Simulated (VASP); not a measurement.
Here is a VASP 6.6.1 calculation.

Contents of INCAR:

```
PREC = Accurate
ENCUT = 520
EDIFF = 1E-7
ISMEAR = -1
SIGMA = 0.02
LREAL = False
LASPH = True
NELM = 80
ALGO = Normal
ISIF = 2
LWAVE = False
LCHARG = False
GGA = PS
NBANDS = 61
```

KPOINTS

```
Automatic mesh
0
Gamma
  6 6 4
```

POSCAR

```
Zr3SnO8
1.0
    3.4091560993     -3.4308699865      0.0000000000
    3.4091560993      3.4308699865      0.0000000000
    0.0000000000      0.0000000000      6.4676796944
Zr O Sn
3 8 1
Direct
    0.5000000000      0.5000000000      0.0000000000
    0.0000000000      0.0000000000      0.7492850728
    0.0000000000      0.0000000000      0.2507149272
    0.1937680272      0.1937680272      0.0000000000
    0.8062319728      0.8062319728      0.0000000000
    0.6942960131      0.3057039869      0.7476477525
    0.3057039869      0.6942960131      0.7476477525
    0.1962746996      0.1962746996      0.5000000000
    0.8037253004      0.8037253004      0.5000000000
    0.6942960131      0.3057039869      0.2523522475
    0.3057039869      0.6942960131      0.2523522475
    0.5000000000      0.5000000000      0.5000000000
```

Potentials or basis: VASP PAW PBE potentials, release 64 (Zr_sv, O, Sn_d).

Run with:

```sh
$ cat potpaw_PBE.64/Zr_sv/POTCAR potpaw_PBE.64/O/POTCAR potpaw_PBE.64/Sn_d/POTCAR > POTCAR
$ mpirun -np 1 vasp_std > vasp.out
```

Problem. Predict the band gap on the k mesh.

Solution. 2.66 eV.

Problem. Predict the largest force.

Solution. 0.022 eV/Å.

Stress tensor (GPa, compression positive):
```
0.40 0.00 0.00
0.00 0.37 0.00
0.00 0.00 0.62
```

Caveat: the PAW data sets were made with another functional, which shifts forces and pressure a little; spin-orbit coupling is left out, which moves the levels of the heavy elements. A k mesh can miss the band edges.
